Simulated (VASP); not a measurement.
# LiF (Griceite) (Fm-3m) in VASP: further runs

LiF (Griceite) is run at these levels: PBEsol; tasks: relaxation of cell and atoms.

Program: VASP 6.6.1. These are calculated values, not measurements. Logs are shortened: lines on timing, memory, paths and dates and some standing lists are left out, and cuts for length are marked.

### Step 1. The cell of the first run

It takes space group Fm-3m (No. 225, cubic). The conventional cell has a = 4.028 Å, b = 4.028 Å, c = 4.028 Å, α = 90.00°, β = 90.00°, γ = 90.00°. F (site symmetry m-3m) has 6 Li at 2.01 Å within 2.7 Å. Li (site symmetry m-3m) has 6 F at 2.01 Å within 2.7 Å.

### Step 2. Relaxation of cell and atoms, PBEsol, target pressure 10 GPa, at which the enthalpy is minimised

Contents of INCAR:

```
SYSTEM = LiF
PREC = Accurate ; ENCUT = 750
EDIFF = 1E-7 ; ISMEAR = -1
SIGMA = 0.05 ; LREAL = .FALSE.
LASPH = .TRUE. ; NELM = 120
ALGO = Normal ; ISIF = 3
LWAVE = .FALSE. ; LCHARG = .FALSE.
GGA = PS ; IBRION = 2
NSW = 80 ; EDIFFG = -0.02
PSTRESS = 100.0 ; GGA_COMPAT = .FALSE.
NELMIN = 4
```

Contents of KPOINTS:

```
regular mesh
0
G
  11 11 11
  0 0 0
```

Contents of POSCAR:

```
LiF
1.0
    0.0000000000      2.0140000000      2.0140000000
    2.0140000000      0.0000000000      2.0140000000
    2.0140000000      2.0140000000      0.0000000000
F Li
1 1
Direct
    0.5000000000      0.5000000000      0.5000000000
    0.0000000000      0.0000000000      0.0000000000
```

Potentials or basis: VASP PAW PBE potentials, release 64 (F, Li_sv).

Run with:

```console
$ cat potpaw_PBE.64/F/POTCAR potpaw_PBE.64/Li_sv/POTCAR > POTCAR
$ mpirun -np 1 vasp_std > vasp.out
```

OUTCAR:

```text
SYSTEM = LiF
   PREC = Accurate
   ENCUT = 750
   EDIFF = 1E-7
   ISMEAR = -1
   LREAL = .FALSE.
   LASPH = .TRUE.
   NELM = 120
   ISIF = 3
   GGA = PS
   IBRION = 2
   NSW = 80
   EDIFFG = -0.02
   PSTRESS = 100.0
   NELMIN = 4

 ion  position               nearest neighbor table
   1  0.500  0.500  0.500-   2 2.01   2 2.01   2 2.01   2 2.01   2 2.01   2 2.01
   2  0.000  0.000  0.000-   1 2.01   1 2.01   1 2.01   1 2.01   1 2.01   1 2.01

  LATTYP: Found a face centered cubic cell.
 ALAT       =     4.0280000000

  Lattice vectors:

 A1 = (   0.0000000000,   2.0140000000,   2.0140000000)
 A2 = (   2.0140000000,   0.0000000000,   2.0140000000)
 A3 = (   2.0140000000,   2.0140000000,   0.0000000000)

Analysis of symmetry for initial positions (statically):
=====================================================================
 Subroutine PRICEL returns:
 Original cell was already a primitive cell.

 Routine SETGRP: Setting up the symmetry group for a
 face centered cubic supercell.

 Subroutine GETGRP returns: Found 48 space group operations
 (whereof 48 operations were pure point group operations)
 out of a pool of 48 trial point group operations.

The static configuration has the point symmetry O_h .

Analysis of symmetry for dynamics (positions and initial velocities):
=====================================================================
 Subroutine PRICEL returns:
 Original cell was already a primitive cell.

 Routine SETGRP: Setting up the symmetry group for a
 face centered cubic supercell.

 Subroutine GETGRP returns: Found 48 space group operations
 (whereof 48 operations were pure point group operations)
 out of a pool of 48 trial point group operations.

The dynamic configuration has the point symmetry O_h .

 Subroutine INISYM returns: Found 48 space group operations
 (whereof 48 operations are pure point group operations),
 and found     1 'primitive' translations

----------------------------------------------------------------------------------------

                                     Primitive cell

  volume of cell :      16.3384

  direct lattice vectors                    reciprocal lattice vectors
     0.000000000  2.014000000  2.014000000    -0.248262165  0.248262165  0.248262165
     2.014000000  0.000000000  2.014000000     0.248262165 -0.248262165  0.248262165
     2.014000000  2.014000000  0.000000000     0.248262165  0.248262165 -0.248262165

  length of vectors
     2.848226115  2.848226115  2.848226115     0.430002683  0.430002683  0.430002683

  position of ions in fractional coordinates (direct lattice)
     0.500000000  0.500000000  0.500000000
     0.000000000  0.000000000  0.000000000

  ion indices of the primitive-cell ions
   primitive index   ion index
                 1           1
                 2           2

----------------------------------------------------------------------------------------

 KPOINTS: regular mesh

Automatic generation of k-mesh.
 Grid dimensions read from file:
 generate k-points for:   11   11   11

 Generating k-lattice:

  Cartesian coordinates                     Fractional coordinates (reciprocal lattice)
    -0.022569288  0.022569288  0.022569288     0.090909091  0.000000000  0.000000000
     0.022569288 -0.022569288  0.022569288     0.000000000  0.090909091  0.000000000
     0.022569288  0.022569288 -0.022569288     0.000000000  0.000000000  0.090909091

  Length of vectors
     0.039091153  0.039091153  0.039091153

  Shift w.r.t. Gamma in fractional coordinates (k-lattice)
     0.000000000  0.000000000  0.000000000

 Subroutine IBZKPT returns following result:
 ===========================================

 Found     56 irreducible k-points:

 Following reciprocal coordinates:
            Coordinates               Weight
  0.000000  0.000000  0.000000      1.000000
  0.090909  0.000000  0.000000      8.000000
  0.181818  0.000000  0.000000      8.000000
  0.272727  0.000000  0.000000      8.000000
  0.363636  0.000000  0.000000      8.000000
  0.454545  0.000000  0.000000      8.000000
[... 16 lines left out ...]
 -0.272727  0.181818  0.000000     24.000000
 -0.181818  0.181818  0.000000     12.000000
 [... further k-points ...]
   k-points           NKPTS =     56   k-points in BZ     NKDIM =     56   number of bands    NBANDS=      9
   number of dos      NEDOS =    301   number of ions     NIONS =      2
   total plane-waves  NPLWV =  21952
   dimension x,y,z NGX =    28 NGY =   28 NGZ =   28
   dimension x,y,z NGXF=    56 NGYF=   56 NGZF=   56
   ions per type =               1   1
   NGX,Y,Z   is equivalent  to a cutoff of  16.34, 16.34, 16.34 a.u.
   NGXF,Y,Z  is equivalent  to a cutoff of  32.69, 32.69, 32.69 a.u.
 SYSTEM =  LiF
   PREC   = accura    normal or accurate (medium, high low for compatibility)
   ISTART =      0    job   : 0-new  1-cont  2-samecut
   ICHARG =      2    charge: 1-file 2-atom 10-const
   ISPIN  =      1    spin polarized calculation?
   LNONCOLLINEAR =      F non collinear calculations
   LSORBIT =      F    spin-orbit coupling
   LASPH  =      T    aspherical Exc in radial PAW
   ENCUT  =  750.0 eV  55.12 Ry    7.42 a.u.   6.36  6.36  6.36*2*pi/ulx,y,z
   NELM   =    120;   NELMIN=  4; NELMDL= -5     # of ELM steps
   EDIFF  = 0.1E-06   stopping-criterion for ELM
   LREAL  =      F    real-space projection
   EDIFFG = -.2E-01   stopping-criterion for IOM
   NSW    =     80    number of steps for IOM
   IBRION =      2    ionic relax: 0-MD 1-quasi-New 2-CG
   NFREE  =      1    steps in history (QN), initial steepest desc. (CG)
   ISIF   =      3    stress and relaxation
   ISYM   =      2    0-nonsym 1-usesym 2-fastsym
   POTIM  = 0.5000    time-step for ionic-motion
   TEBEG  =    0.0;   TEEND  =   0.0 temperature during run
   PSTRESS=  100.0 pullay stress
   NELECT =      10.0000    total number of electrons
   NUPDOWN=      -1.0000    fix difference up-down
   EMIN   =  10.00;   EMAX   =-10.00  energy-range for DOS
   EFERMI =   0.00;   METHOD = LEGACY
   ISMEAR =    -1;   SIGMA  =   0.05  broadening in eV -4-tet -1-fermi 0-gaus
   EFERMI_NEDOS =   21; number of points for ismear=-14 and -15
   IALGO  =     38    algorithm
   IMIX   =      4    mixing-type and parameters
     AMIX     =   0.40;   BMIX     =  1.00
     AMIX_MAG =   1.60;   BMIX_MAG =  1.00
  volume/ion in A,a.u.               =       8.17        55.13
  Fermi-wavevector in a.u.,A,eV,Ry     =   1.389970  2.626662 26.286674  1.932016
  Thomas-Fermi vector in A             =   2.513950
   LORBIT       =      0    0 simple, 1 ext, 2 COOP (PROOUT), +10 PAW based schemes
   GGA     = PS    functional components
   LHFCALC =     F    Hartree Fock is set to
   AEXX    =    0.0000 exact exchange contribution
   IVDW    =     0    specifies the selected vdW correction
   LEPSILON=     F    determine dielectric tensor
   LRPA    =     F    only Hartree local field effects (RPA)
 conjugate gradient relaxation of ions
 non-spin polarized calculation
  energy-cutoff  :      750.00
  volume of cell :       16.34
 maximum number of plane-waves:       775
 NGX is ok and might be reduce to    28
   NGX = 13   NGY = 13   NGZ = 13

--------------------------------------- Ionic step        1  -------------------------------------------

 number of electron      10.0000002 magnetization

 Free energy of the ion-electron system (eV)
  ---------------------------------------------------
  ext. energy  EPLUGINS =         0.00000000
  ---------------------------------------------------
  free energy    TOTEN  =        -9.85691685 eV

  energy without entropy =       -9.85691685  energy(sigma->0) =       -9.85691685

------------------------ aborting loop because EDIFF is reached ----------------------------------------

  FORCE on cell =-STRESS in cart. coord.  units (eV):
  Direction    XX          YY          ZZ          XY          YZ          ZX
  --------------------------------------------------------------------------------------
  -------------------------------------------------------------------------------------
  Total       -0.1521840     -0.1521840     -0.1521840     -0.0000000     -0.0000000      0.0000000
  in kB      -14.9235143    -14.9235143    -14.9235143     -0.0000000     -0.0000000      0.0000000
  external PRESSURE =    -114.9235143 kB  Pullay stress =     100.0000000 kB
[... 61 lines left out ...]
  enthalpy is  TOTEN    =        -8.9052685662 eV   P V=        0.9356990891

--------------------------------------- Ionic step        3  -------------------------------------------

 number of electron       9.9999997 magnetization

 Free energy of the ion-electron system (eV)
  ---------------------------------------------------
  ext. energy  EPLUGINS =         0.00000000
  ---------------------------------------------------
  free energy    TOTEN  =        -9.81566661 eV

  energy without entropy =       -9.81566661  energy(sigma->0) =       -9.81566661

 E-fermi :   0.7917     XC(G=0): -10.8266

 val. band max:       -0.3236746939   @ k =   0.0000   0.0000   0.0000
 cond. band min:       9.7390003274   @ k =   0.0000   0.0000   0.0000
 fundamental gap:     10.0626750213
 Fermi energy:         0.7916775694

 k-point     1 :       0.0000    0.0000    0.0000
  band No.  band energies     occupation
      1     -40.2969      2.00000
      2     -20.5454      2.00000
      3      -0.3237      2.00000
      4      -0.3237      2.00000
      5      -0.3237      2.00000
      6       9.7390      0.00000
      7      25.0030      0.00000
      8      25.0901      0.00000
      9      25.0901      0.00000
[... 265 lines left out ...]
 k-point    24 :      -0.1818    0.1818    0.0000
  band No.  band energies     occupation
      1     -40.2263      2.00000
      2     -20.1894      2.00000
      3      -2.0137      2.00000
      4      -1.2023      2.00000
      5      -0.4154      2.00000
      6      11.5439      0.00000
      7      17.4724      0.00000
      8      20.8911      0.00000
      9      20.8981      0.00000

 [... further k-points ...]
[... 5 lines left out ...]
  --------------------------------------------------------------------------------------
  -------------------------------------------------------------------------------------
  Total        0.8744296      0.8744296      0.8744296      0.0000000      0.0000000     -0.0000000
  in kB       96.8581934     96.8581934     96.8581934      0.0000000      0.0000000     -0.0000000
  external PRESSURE =      -3.1418066 kB  Pullay stress =     100.0000000 kB
[... 17 lines left out ...]
  FREE ENERGIE OF THE ION-ELECTRON SYSTEM (eV)
  ---------------------------------------------------
  free  energy   TOTEN  =        -9.8156666126 eV

  energy  without entropy=       -9.8156666126  energy(sigma->0) =       -9.81566661

  enthalpy is  TOTEN    =        -8.9128729977 eV   P V=        0.9027936149

 reached required accuracy - stopping structural energy minimisation
```

Wall time 46 s (1 thread of Intel Xeon Platinum 8488C (Sapphire Rapids), shared host); peak memory 0.15 GiB.

What came out:

```
Free energy                                            : -9.8157 eV
Relaxed volume                                         : 7.23 Å³/atom
Relaxed cell                                           : a = 2.735 Å, b = 2.735 Å, c = 2.735 Å, α = 60.00°, β = 60.00°, γ = 60.00°
Space group after relaxing (to 0.05 Å)                 : Fm-3m (No. 225)
Energy change on relaxing (the enthalpy is what falls) : +20.6 meV/atom
Ionic steps                                            : 3
Pressure after relaxing                                : 9.7 GPa
Band gap on the k mesh                                 : 10.06 eV, direct
```

Step by step:
```
step  energy change (eV)  largest force (eV/Å)  pressure (GPa)  volume (Å³)
   1              0.0000                0.0000           -1.49        16.34
   2              0.0159                0.0000            5.81        14.99
   3              0.0413                0.0000            9.69        14.46
```

Final structure:
```cif
data_structure
_symmetry_space_group_name_H-M 'P 1'
_symmetry_Int_Tables_number 1
_cell_length_a 2.7349
_cell_length_b 2.7349
_cell_length_c 2.7349
_cell_angle_alpha 60.000
_cell_angle_beta 60.000
_cell_angle_gamma 60.000
_cell_volume 14.46
loop_
_atom_site_label
_atom_site_type_symbol
_atom_site_fract_x
_atom_site_fract_y
_atom_site_fract_z
_atom_site_occupancy
F1 F 0.50000 0.50000 0.50000 1
Li1 Li 0.00000 0.00000 0.00000 1
```

Caveat: the cell is relaxed towards a set pressure, so the enthalpy falls and the energy may rise; the PAW data sets were made with another functional, which shifts forces and pressure a little.

### Step 3. Relaxation of cell and atoms, PBEsol, target pressure 20 GPa, at which the enthalpy is minimised

Contents of INCAR:

```
SYSTEM = LiF
PREC = Accurate
ENCUT = 750
EDIFF = 1E-7
ISMEAR = -1
SIGMA = 0.05
LREAL = .FALSE.
LASPH = .TRUE.
NELM = 120
ALGO = Normal
ISIF = 3
LWAVE = .FALSE.
LCHARG = .FALSE.
GGA = PS
IBRION = 2
NSW = 80
EDIFFG = -0.02
PSTRESS = 200.0
GGA_COMPAT = .FALSE.
NELMIN = 4
```

Contents of KPOINTS:

```
Automatic mesh
0
G
  11 11 11
  0 0 0
```

POSCAR is that of step 2.

Potentials or basis: VASP PAW PBE potentials, release 64 (F, Li_sv).

Run with:

```console
$ cat potpaw_PBE.64/F/POTCAR potpaw_PBE.64/Li_sv/POTCAR > POTCAR
$ mpirun -np 1 vasp_std > vasp.out
```

Wall time 42 s (1 thread of Intel Xeon Platinum 8488C (Sapphire Rapids), shared host); peak memory 0.16 GiB.

It converged, with:

```yaml
Free_energy: -9.7226 eV
Relaxed_volume: 6.71 Å³/atom
Relaxed_cell: a = 2.668 Å, b = 2.668 Å, c = 2.668 Å, α = 60.00°, β = 60.00°, γ = 60.00°
Space_group_after_relaxing_to_0.05_Å: Fm-3m (No. 225)
Energy_change_on_relaxing_the_enthalpy_is_what_falls: +67.1 meV/atom
Ionic_steps: 3
Pressure_after_relaxing: 19.6 GPa
Band_gap_on_the_k_mesh: 10.87 eV, direct
```

The path:
```
step  energy change (eV)  largest force (eV/Å)  pressure (GPa)  volume (Å³)
   1              0.0000                0.0000           -1.49        16.34
   2              0.0855                0.0000           14.80        13.88
   3              0.1343                0.0000           19.60        13.43
```

Final structure:
```
F Li
1.0
     0.00000    1.88638    1.88638
     1.88638    0.00000    1.88638
     1.88638    1.88638    0.00000
F Li
1 1
Direct
  0.50000 0.50000 0.50000
  0.00000 0.00000 0.00000
```

Levels at points of the mesh, in eV from the valence-band top:
```tsv
k point	band 2	band 3	band 4	band 5	band 6	band 7	band 8	band 9
(0.00, 0.00, 0.00)	-20.46	0.00	0.00	0.00	10.87	26.08	26.08	26.08
```

Caveat: the cell is relaxed towards a set pressure, so the enthalpy falls and the energy may rise; the volume moved by over 15 % at a fixed basis, so the end points are rough; the PAW data sets were made with another functional, which shifts forces and pressure a little.

(Part 1 of 2 ends here.)
